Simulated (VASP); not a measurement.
# Ti in VASP: notebook

Ti is run at these levels: PBEsol, RPBE, revPBE+D4; tasks: relaxation of the atoms, relaxation of cell and atoms.

Program: VASP 6.6.1. These are calculated values, not measurements. Logs are shortened: lines on timing, memory, paths and dates and some standing lists are left out, and cuts for length are marked.

### 1 The cell of the first run

Symmetry: P2/m, No. 10, monoclinic system. Conventional cell: a = 4.528 Å, b = 2.826 Å, c = 4.568 Å, α = 90.00°, β = 119.14°, γ = 90.00°. Ti (site symmetry m) has 11 Ti at 2.61 to 3.01 Å within 3.4 Å. Within 3.7 Å of Ti (site symmetry 2/m) lie 14 Ti at 2.83 to 3.01 Å.

### 2 Relaxation of the atoms, PBEsol

Contents of INCAR:

```
  PREC = Accurate
  ENCUT = 520
  EDIFF = 1E-6
  ISMEAR = -1
  SIGMA = 0.05
  LREAL = F
  LASPH = T
  NELM = 100
  ALGO = Fast
  ISIF = 2
  LWAVE = F
  LCHARG = F
  GGA = PS
  IBRION = 2
  NSW = 60
  EDIFFG = -0.01
```

Contents of KPOINTS:

```
regular mesh
0
Gamma
  6 6 8
```

Contents of POSCAR:

```
Ti
1.0
    4.5673748306      0.0456737483      0.0000000000
   -2.2441327890      3.9326257577      0.0000000000
    0.0000000000      0.0000000000      2.8262442700
Ti
3
Direct
    0.6666666667      0.3333333333      0.5000000000
    0.3333333333      0.6666666667      0.5000000000
    0.0000000000      0.0000000000      0.0000000000
```

Potentials or basis: VASP PAW PBE potentials, release 64 (Ti_sv).

Started as:

```bash
> cat potpaw_PBE.64/Ti_sv/POTCAR > POTCAR
> mpirun -np 1 vasp_std > vasp.out
```

OUTCAR:

```text
PREC = Accurate
   ENCUT = 520
   EDIFF = 1E-6
   ISMEAR = -1
   LREAL = F
   LASPH = T
   NELM = 100
   ISIF = 2
   GGA = PS
   IBRION = 2
   NSW = 60
   EDIFFG = -0.01

 ion  position               nearest neighbor table
   1  0.667  0.333  0.500-   2 2.61   2 2.64   2 2.66
   2  0.333  0.667  0.500-   1 2.61   1 2.64   1 2.66
   3  0.000  0.000  0.000-

  Warning from LATTYP: Monoclinic adjustment (A1->A3, A2->A1, A3->A2)!
  LATTYP: Found a simple monoclinic cell.
 ALAT       =     4.5278777948
 B/A-ratio  =     0.6241874004
 C/A-ratio  =     1.0087735139
 COS(beta)  =    -0.4869160342

  Lattice vectors:

 A1 = (  -2.2441327890,   3.9326257577,   0.0000000000)
 A2 = (   0.0000000000,   0.0000000000,   2.8262442700)
 A3 = (   4.5673748306,   0.0456737483,   0.0000000000)

Analysis of symmetry for initial positions (statically):
=====================================================================
 Subroutine PRICEL returns:
 Original cell was already a primitive cell.

 Routine SETGRP: Setting up the symmetry group for a
 simple monoclinic supercell.

 Subroutine GETGRP returns: Found  4 space group operations
 (whereof  4 operations were pure point group operations)
 out of a pool of  4 trial point group operations.

The static configuration has the point symmetry C_2h.

Analysis of symmetry for dynamics (positions and initial velocities):
=====================================================================
 Subroutine PRICEL returns:
 Original cell was already a primitive cell.

 Routine SETGRP: Setting up the symmetry group for a
 simple monoclinic supercell.

 Subroutine GETGRP returns: Found  4 space group operations
 (whereof  4 operations were pure point group operations)
 out of a pool of  4 trial point group operations.

The dynamic configuration has the point symmetry C_2h.

 Subroutine INISYM returns: Found  4 space group operations
 (whereof  4 operations are pure point group operations),
 and found     1 'primitive' translations

----------------------------------------------------------------------------------------

                                     Primitive cell

  volume of cell :      51.0541

  direct lattice vectors                    reciprocal lattice vectors
     4.567374831  0.045673748  0.000000000     0.217701846  0.124230445  0.000000000
    -2.244132789  3.932625758  0.000000000    -0.002528402  0.252840212  0.000000000
     0.000000000  0.000000000  2.826244270     0.000000000  0.000000000  0.353826458

  length of vectors
     4.567603194  4.527877795  2.826244270     0.250653740  0.252852854  0.353826458

  position of ions in fractional coordinates (direct lattice)
     0.666666667  0.333333333  0.500000000
     0.333333333  0.666666667  0.500000000
     0.000000000  0.000000000  0.000000000

  ion indices of the primitive-cell ions
   primitive index   ion index
                 1           1
                 2           2
                 3           3

----------------------------------------------------------------------------------------

 KPOINTS: regular mesh

Automatic generation of k-mesh.
 Grid dimensions read from file:
 generate k-points for:    6    6    8

 Generating k-lattice:

  Cartesian coordinates                     Fractional coordinates (reciprocal lattice)
     0.036283641  0.020705074  0.000000000     0.166666667  0.000000000  0.000000000
    -0.000421400  0.042140035  0.000000000     0.000000000  0.166666667  0.000000000
[... 58 lines left out ...]
   EDIFF  = 0.1E-05   stopping-criterion for ELM
   LREAL  =      F    real-space projection
   EDIFFG = -.1E-01   stopping-criterion for IOM
   NSW    =     60    number of steps for IOM
   IBRION =      2    ionic relax: 0-MD 1-quasi-New 2-CG
   NFREE  =      1    steps in history (QN), initial steepest desc. (CG)
   ISIF   =      2    stress and relaxation
   ISYM   =      2    0-nonsym 1-usesym 2-fastsym
   POTIM  = 0.5000    time-step for ionic-motion
   TEBEG  =    0.0;   TEEND  =   0.0 temperature during run
   PSTRESS=    0.0 pullay stress
   NELECT =      36.0000    total number of electrons
   NUPDOWN=      -1.0000    fix difference up-down
   EMIN   =  10.00;   EMAX   =-10.00  energy-range for DOS
   EFERMI =   0.00;   METHOD = LEGACY
   ISMEAR =    -1;   SIGMA  =   0.05  broadening in eV -4-tet -1-fermi 0-gaus
   EFERMI_NEDOS =   21; number of points for ismear=-14 and -15
   IALGO  =     68    algorithm
   IMIX   =      4    mixing-type and parameters
     AMIX     =   0.40;   BMIX     =  1.00
     AMIX_MAG =   1.60;   BMIX_MAG =  1.00
  volume/ion in A,a.u.               =      17.02       114.84
  Fermi-wavevector in a.u.,A,eV,Ry     =   1.457132  2.753580 28.888352  2.123234
  Thomas-Fermi vector in A             =   2.573969
   LORBIT       =      0    0 simple, 1 ext, 2 COOP (PROOUT), +10 PAW based schemes
   GGA     = PS    functional components
   LHFCALC =     F    Hartree Fock is set to
   AEXX    =    0.0000 exact exchange contribution
   IVDW    =     0    specifies the selected vdW correction
   LEPSILON=     F    determine dielectric tensor
   LRPA    =     F    only Hartree local field effects (RPA)
 conjugate gradient relaxation of ions
 non-spin polarized calculation
 RMM-DIIS sequential band-by-band and
  energy-cutoff  :      520.00
  volume of cell :       51.05
 maximum number of plane-waves:      1400
 NGX is ok and might be reduce to    36
   NGX = 17   NGY = 17   NGZ = 11

--------------------------------------- Ionic step        1  -------------------------------------------

 number of electron      35.9999991 magnetization

 Free energy of the ion-electron system (eV)
  ---------------------------------------------------
  ext. energy  EPLUGINS =         0.00000000
  ---------------------------------------------------
  free energy    TOTEN  =       -25.03812410 eV

  energy without entropy =      -25.01216638  energy(sigma->0) =      -25.02514524

------------------------ aborting loop EDIFF was not reached (unconverged)  ----------------------------

  FORCE on cell =-STRESS in cart. coord.  units (eV):
  Direction    XX          YY          ZZ          XY          YZ          ZX
  --------------------------------------------------------------------------------------
  -------------------------------------------------------------------------------------
  Total       -1.2163656     -1.2389353     -1.2186280     -0.3314556      0.0000000      0.0000000
  in kB      -38.1719649    -38.8802474    -38.2429644    -10.4017333      0.0000000      0.0000000
  external PRESSURE =     -38.4317256 kB  Pullay stress =       0.0000000 kB

 VOLUME and BASIS-vectors are now :
 -----------------------------------------------------------------------------
  energy-cutoff  :      520.00
  volume of cell :       51.05
      direct lattice vectors                 reciprocal lattice vectors
     4.567374831  0.045673748  0.000000000     0.217701846  0.124230445  0.000000000
    -2.244132789  3.932625758  0.000000000    -0.002528402  0.252840212  0.000000000
     0.000000000  0.000000000  2.826244270     0.000000000  0.000000000  0.353826458

 POSITION                                       TOTAL-FORCE (eV/Angst)
 -----------------------------------------------------------------------------------
      2.29687      1.34132      1.41312        -0.010893      0.003667     -0.000000
      0.02637      2.63698      1.41312         0.010893     -0.003667      0.000000
      0.00000      0.00000      0.00000        -0.000000      0.000000      0.000000
 -----------------------------------------------------------------------------------
    total drift:                                0.000000     -0.000000     -0.000000

  FREE ENERGIE OF THE ION-ELECTRON SYSTEM (eV)
  ---------------------------------------------------
  free  energy   TOTEN  =       -25.0381240974 eV

  energy  without entropy=      -25.0121663834  energy(sigma->0) =      -25.02514524

--------------------------------------- Ionic step        2  -------------------------------------------

 number of electron      35.9999991 magnetization

 Free energy of the ion-electron system (eV)
  ---------------------------------------------------
  ext. energy  EPLUGINS =         0.00000000
  ---------------------------------------------------
  free energy    TOTEN  =       -25.03836863 eV

  energy without entropy =      -25.01240590  energy(sigma->0) =      -25.02538726

 E-fermi :   8.3081     XC(G=0): -11.7331

 val. band max:        8.3069338032   @ k =   0.3333   0.3333   0.2500
 cond. band min:       8.3275667911   @ k =   0.3333   0.0000   0.1250
 fundamental gap:      0.0206329880
 Fermi energy:         8.3081071705

 k-point     1 :       0.0000    0.0000    0.0000
  band No.  band energies     occupation
      1     -48.3336      2.00000
      2     -48.0784      2.00000
      3     -47.9087      2.00000
      4     -24.7521      2.00000
      5     -24.7468      2.00000
      6     -24.6653      2.00000
[... 589 lines left out ...]
     21       8.9661      0.00000
     22       9.4901      0.00000

 [... further k-points ...]

------------------------ aborting loop because EDIFF is reached ----------------------------------------

  FORCE on cell =-STRESS in cart. coord.  units (eV):
  Direction    XX          YY          ZZ          XY          YZ          ZX
  --------------------------------------------------------------------------------------
  -------------------------------------------------------------------------------------
  Total       -1.1989857     -1.2207980     -1.1960712     -0.3311779      0.0000000      0.0000000
  in kB      -37.6265489    -38.3110606    -37.5350844    -10.3930206      0.0000000      0.0000000
  external PRESSURE =     -37.8242313 kB  Pullay stress =       0.0000000 kB

 VOLUME and BASIS-vectors are now :
 -----------------------------------------------------------------------------
  energy-cutoff  :      520.00
  volume of cell :       51.05
      direct lattice vectors                 reciprocal lattice vectors
     4.567374831  0.045673748  0.000000000     0.217701846  0.124230445  0.000000000
    -2.244132789  3.932625758  0.000000000    -0.002528402  0.252840212  0.000000000
     0.000000000  0.000000000  2.826244270     0.000000000  0.000000000  0.353826458

 POSITION                                       TOTAL-FORCE (eV/Angst)
 -----------------------------------------------------------------------------------
      2.29635      1.34150      1.41312        -0.005531      0.001694      0.000000
      0.02690      2.63680      1.41312         0.005531     -0.001694      0.000000
      4.56737      0.04567      0.00000        -0.000000      0.000000      0.000000
 -----------------------------------------------------------------------------------
    total drift:                                0.000000     -0.000000     -0.000000

  FREE ENERGIE OF THE ION-ELECTRON SYSTEM (eV)
  ---------------------------------------------------
  free  energy   TOTEN  =       -25.0383686254 eV

  energy  without entropy=      -25.0124058971  energy(sigma->0) =      -25.02538726

 reached required accuracy - stopping structural energy minimisation
```

It took 14 min on 1 thread of Intel Xeon 8259CL, shared host; peak memory 0.24 GiB.

What came out:

- Free energy: -25.0384 eV
- Energy gained by relaxing: 0.1 meV/atom
- Ionic steps: 2
- Pressure after relaxing: -3.8 GPa
- Largest force after relaxing: 0.006 eV/Å
- Band gap on the k mesh: zero (bands 18 and 19 overlap by 0.21 eV)

Forces in eV/Å, atoms in the order of the input:
```
Ti  -0.006  0.002  0.000
Ti   0.006 -0.002  0.000
Ti   0.000  0.000  0.000
```

The path:
| step | energy change (eV) | largest force (eV/Å) | pressure (GPa) |
| --- | --- | --- | --- |
| 1 | 0.0000 | 0.0115 | -3.84 |
| 2 | -0.0002 | 0.0058 | -3.78 |

Final structure:
```
Ti
1.0
     4.56737    0.04567    0.00000
    -2.24413    3.93263    0.00000
     0.00000    0.00000    2.82624
Ti
3
Direct
  0.66657 0.33338 0.50000
  0.33343 0.66662 0.50000
  0.00000 0.00000 0.00000
```

Caveat: the PAW data sets were made with another functional, which shifts forces and pressure a little.

### 3 Relaxation of cell and atoms, RPBE (17.53 Å³/atom)

This run uses another cell than the first one, of 17.53 Å³/atom.

Contents of POSCAR:

```
Ti
1.0
    4.6125993047      0.0000000000      0.0000000000
   -2.3062996524      3.9946281754      0.0000000000
    0.0000000000      0.0000000000      2.8542287065
Ti
3
Direct
    0.6666666667      0.3333333333      0.5000000000
    0.3333333333      0.6666666667      0.5000000000
    0.0000000000      0.0000000000      0.0000000000
```

Contents of INCAR.step1:

```
SYSTEM = Ti
  ALGO = Normal
  EDIFF = 1E-6
  EDIFFG = -0.005
  ENCUT = 410
  GGA = RP
  GGA_COMPAT = .False.
  IBRION = 2
  ISIF = 3
  ISMEAR = -1
  KPAR = 8
  LASPH = .True.
  LCHARG = .False.
  LREAL = .False.
  LWAVE = .False.
  NELM = 120
  NELMIN = 4
  NSW = 80
  POTIM = 0.5
  PREC = Accurate
  SIGMA = 0.03
```

Contents of INCAR.step3:

```
SYSTEM = Ti
  ALGO = Normal
  EDIFF = 1E-6
  ENCUT = 410
  GGA = RP
  GGA_COMPAT = .False.
  ISIF = 2
  ISMEAR = -1
  KPAR = 8
  LASPH = .True.
  LCHARG = .False.
  LREAL = .False.
  LWAVE = .False.
  NELM = 120
  PREC = Accurate
  SIGMA = 0.03
```

Contents of KPOINTS:

```
Automatic mesh
0
Gamma
  8 8 11
  0 0 0
```

Potentials or basis: VASP PAW PBE potentials, release 64 (Ti_sv).

Started as:

```bash
> cat potpaw_PBE.64/Ti_sv/POTCAR > POTCAR
> cp INCAR.step1 INCAR
> cp POSCAR.step1 POSCAR
> mpirun -np 8 vasp_std > vasp.out
> cp CONTCAR POSCAR
> mpirun -np 8 vasp_std > vasp.out
> cp CONTCAR POSCAR
> cp INCAR.step3 INCAR
> mpirun -np 8 vasp_std > vasp.out
```

Wall time 90 s (8 MPI ranks of Intel Xeon Platinum 8259CL at 2.50GHz (Skylake/Cascade Lake), shared host); peak memory 0.19 GiB.

It converged, with:

```yaml
Free_energy: -22.2978 eV
Relaxed_volume: 17.51 Å³/atom
Relaxed_cell: a = 4.615 Å, b = 4.615 Å, c = 2.847 Å, α = 90.00°, β = 90.00°, γ = 120.00°
Space_group_after_relaxing_to_0.1_Å: P6/mmm (No. 191)
Ionic_steps: 7
Pressure_after_relaxing: 0.0 GPa
Band_gap_on_the_k_mesh: zero (bands 18 and 19 overlap by 0.21 eV)
```

Final structure:
```
Ti
1.0
     4.61549    0.00000    0.00000
    -2.30775    3.99713    0.00000
     0.00000    0.00000    2.84679
Ti
3
Direct
  0.66667 0.33333 0.50000
  0.33333 0.66667 0.50000
  0.00000 0.00000 0.00000
```

Levels at points of the mesh, in eV from the Fermi level:
| k point | band 15 | band 16 | band 17 | band 18 | band 19 | band 20 | band 21 | band 22 |
| --- | --- | --- | --- | --- | --- | --- | --- | --- |
| (0.00, 0.00, 0.00) | -0.72 | -0.72 | -0.63 | -0.63 | -0.03 | 0.66 | 1.26 | 1.26 |
| (0.50, 0.00, 0.00) | -2.56 | -0.39 | -0.37 | -0.34 | 0.06 | 0.51 | 0.99 | 1.05 |

Caveat: the PAW data sets were made with another functional, which shifts forces and pressure a little.

(Continued in part 2 of 2.)
